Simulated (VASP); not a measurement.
Wanted: the native input for a VASP 6.6.1 run.

- Task: single point
- Functional: PBE
- Potentials or basis: VASP PAW PBE potentials, release 64 (Ga_d, P)
- Cutoff: 520 eV
- k mesh: 6 × 6 × 4
- Occupations: gaussian, width 0.1 eV
- Spin: no spin polarisation
- Dipole correction: no
- Further INCAR settings: ALGO = Normal; EDIFF = 1e-06; NBANDS = 18

The structure of GaP2 lies in POSCAR:

```
GaP2
1.0
    2.5309059691      0.0000000000      0.0000000000
    0.0000000000      2.5309059691      0.0000000000
    0.0000000000      0.0000000000      7.8041701111
Ga P
1 2
Direct
    0.0000000000      0.0000000000      0.5000000000
    0.0000000000      0.0000000000      0.8480109076
    0.0000000000      0.0000000000      0.1519890924
```

The input as run:

INCAR

```
SYSTEM = GaP2
ALGO     = Normal         ! electronic algorithm
EDIFF    = 1E-6           ! SCF threshold, eV
ENCUT    = 520            ! plane-wave cutoff, eV
GGA      = PE             ! functional
ISIF     = 2              ! what is computed and relaxed
ISMEAR   = 0              ! smearing method
LASPH    = .True.         ! aspherical terms in the spheres
LCHARG   = .True.         ! write CHGCAR
LELF     = .True.         ! ELF
LREAL    = .False.        ! projectors in reciprocal space
LVHAR    = .True.       
LWAVE    = .False.        ! write WAVECAR
NBANDS   = 18             ! bands
NELM     = 80             ! most SCF steps
PREC     = Accurate       ! precision mode
SIGMA    = 0.1            ! smearing width, eV
```

KPOINTS

```
k-points
0
Gamma
  6 6 4
  0 0 0
```

Potentials or basis: VASP PAW PBE potentials, release 64 (Ga_d, P).

Command:

```console
$ cat potpaw_PBE.64/Ga_d/POTCAR potpaw_PBE.64/P/POTCAR > POTCAR
$ mpirun -np 1 vasp_std > vasp.out
```

It gave:

| Quantity | Value |
| --- | --- |
| Pressure | 0.0 GPa |
| Largest force | 0.021 eV/Å |

Caveat: the k points lie up to 0.41 Å⁻¹ apart.

Run time: 8.8 s on 1 thread of Intel(R) Xeon(R) 6975P-C (Granite Rapids), with other jobs on the host, peak memory 0.17 GiB.
